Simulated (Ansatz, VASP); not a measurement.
**SiC in VASP and in Ansatz**

```
Si C
1.0
     0.00000    2.17846    2.17846
     2.17846    0.00000    2.17846
     2.17846    2.17846    0.00000
Si C
1 1
Direct
  0.00000 0.00000 0.00000
  0.25000 0.25000 0.25000
```

Alike in both runs: functional PBEsol; k mesh 10 × 10 × 10; occupations fermi-dirac, width 0.02 eV; no spin polarisation.

Ansatz relaxed the structure, and its values are those at the end. VASP's run is a single point on that final structure, the one shown.

|  | VASP | Ansatz |
| --- | --- | --- |
| version | VASP 6.6.1 | Ansatz 0.2.0 |
| potentials or method | VASP PAW PBE potentials, release 64 (Si, C), cutoff 520 eV | PAW plane waves |
| valence electrons in the cell | 8 | 8 |

|  | VASP | Ansatz | Ansatz less VASP |
| --- | --- | --- | --- |
| gap on the k mesh at the Fermi level (eV) | 1.23 | 1.24 | +0.010 |
| pressure (GPa) | 0.3 | 0.0 | -0.34 |

VASP's potentials were made for PBE, not for PBEsol, and Ansatz warns of the same on its side. With one functional, cell and mesh, what is left measures potentials, basis and numerics.
